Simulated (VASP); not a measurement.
Crystal: NiMoIrPdW.

```xyz
10
Lattice="2.7708 0.0000 0.0000 -1.3854 2.3996 0.0000 0.0000 0.0000 22.0199" Properties=species:S:1:pos:R:3 pbc="T T T"
Ni    0.0000    1.5997   18.7348
Ni    1.3854    0.7999    3.2852
Mo    1.3854    0.7999   16.7481
Mo    0.0000    1.5997    5.2718
Pd    0.0000    1.5997    1.1734
Pd    1.3854    0.7999   20.8465
Ir    0.0000    1.5997   14.4948
Ir    1.3854    0.7999    7.5251
W     0.0000    1.5997    9.7808
W     1.3854    0.7999   12.2391
```

```yaml
Program: VASP 6.6.1
Task: relaxation of cell and atoms
Functional: vdW-DF-cx
Potentials_or_basis: VASP PAW PBE potentials, release 64 (Ni, Mo_sv, Pd, Ir, W_sv)
Cutoff: 600 eV
k_mesh: 11 × 11 × 2
Occupations: fermi-dirac, width 0.05 eV
Spin: collinear spin, ferromagnetic start
Starting_moments: "[1.0, 1.0, 1.0, 1.0, 0.0, 0.0, 0.6, 0.6, 0.0, 0.0] μB"
```

At the start: pressure -6.9 GPa; volume 14.64 Å³/atom.

Problem. How do energy, volume and symmetry change on relaxing?

Solution. Over 20 steps the energy falls by 9.6 meV/atom and the volume is 14.22 Å³/atom (-2.8 %); space group P-3m1 (No. 164, to 0.1 Å) before and after; moment 0.00 μB per cell.

Step by step:
| step | energy change (eV) | largest force (eV/Å) | pressure (GPa) | volume (Å³) |
| --- | --- | --- | --- | --- |
| 1 | 0.0000 | 0.1074 | -6.91 | 146.41 |
| 2 | 0.4843 | 0.4816 | 21.36 | 133.42 |
| 3 | -0.0881 | 0.1428 | -0.15 | 142.61 |
| 4 | -0.0882 | 0.1449 | -0.02 | 142.53 |
| 5 | -0.0882 | 0.1469 | 0.13 | 142.45 |
| 6 | -0.0902 | 0.0916 | 0.10 | 142.42 |
| 7 | -0.0909 | 0.1097 | 0.10 | 142.39 |
| 8 | -0.0925 | 0.0828 | -0.17 | 142.50 |
| 9 | -0.0935 | 0.0464 | -0.61 | 142.67 |
| 10 | -0.0943 | 0.0556 | -0.33 | 142.49 |
| 11 | -0.0947 | 0.0683 | 0.10 | 142.24 |
| 12 | -0.0950 | 0.0613 | 0.12 | 142.24 |
| 13 | -0.0954 | 0.0394 | 0.11 | 142.23 |
| 14 | -0.0950 | 0.0544 | 0.09 | 142.22 |
| 15 | -0.0955 | 0.0268 | 0.12 | 142.23 |
| 16 | -0.0956 | 0.0196 | -0.10 | 142.34 |
| 17 | -0.0956 | 0.0197 | -0.25 | 142.34 |
| 18 | -0.0956 | 0.0217 | -0.11 | 142.30 |
| 19 | -0.0956 | 0.0106 | -0.03 | 142.27 |
| 20 | -0.0956 | 0.0042 | 0.03 | 142.25 |

Final structure:
```cif
data_structure
_symmetry_space_group_name_H-M 'P 1'
_symmetry_Int_Tables_number 1
_cell_length_a 2.7494
_cell_length_b 2.7494
_cell_length_c 21.7296
_cell_angle_alpha 90.000
_cell_angle_beta 90.000
_cell_angle_gamma 120.000
_cell_volume 142.25
loop_
_atom_site_label
_atom_site_type_symbol
_atom_site_fract_x
_atom_site_fract_y
_atom_site_fract_z
_atom_site_occupancy
Ni1 Ni 0.33333 0.66667 0.85244 1
Ni2 Ni 0.66667 0.33333 0.14756 1
Mo1 Mo 0.66667 0.33333 0.76182 1
Mo2 Mo 0.33333 0.66667 0.23818 1
Pd1 Pd 0.33333 0.66667 0.05265 1
Pd2 Pd 0.66667 0.33333 0.94735 1
Ir1 Ir 0.33333 0.66667 0.65912 1
Ir2 Ir 0.66667 0.33333 0.34088 1
W1 W 0.33333 0.66667 0.44386 1
W2 W 0.66667 0.33333 0.55614 1
```

Caveat: the PAW data sets were made with another functional, which shifts forces and pressure a little.
